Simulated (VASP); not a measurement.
Runs of VASP 6.6.1 on WSe. The structure is that of space group Pm-3m (No. 221), or close to it. The cells are those of the table. 

```tsv
task	spin	cell	k mesh	cutoff (eV)	gap on the mesh (eV)	pressure (GPa)	moment (μB)
single point	off	a = 3.738 Å, 2 atoms	12 × 12 × 12	520	none	-16.6	-
single point	off	a = 3.651 Å, 2 atoms	12 × 12 × 12	520	none	(a)	-
single point	collinear	a = 3.281 Å, 2 atoms	6 × 6 × 6	520	none	-0.5	2.05
single point	off	a = 3.537 Å, 2 atoms	12 × 12 × 12	520	none	-12.7	-
relaxation of cell and atoms	collinear	relaxed from a = 3.099 Å, 2 atoms	6 × 6 × 6	600	none	0.0	2.05
```

Alike in all rows: level r2SCAN+U; potentials or basis VASP PAW PBE potentials, release 64 (W_sv, Se); W d U = 6.2 eV; smearing gaussian 0.1 eV.

Fill in the values left out.

(a) -15.5.

Caveats: the PAW data sets were made with another functional, which shifts forces and pressure a little; spin-orbit coupling is left out, which moves the levels of the heavy elements; the cell stands under tension (at least some runs); U without spin polarisation on a metal has little footing (at least some runs); the electronic state changed during the relaxation (at least some runs).

A k mesh can miss the band edges, and the runs leave out spin-orbit coupling on Se, W.

A gap of «none» marks levels without a gap at the run's occupations.
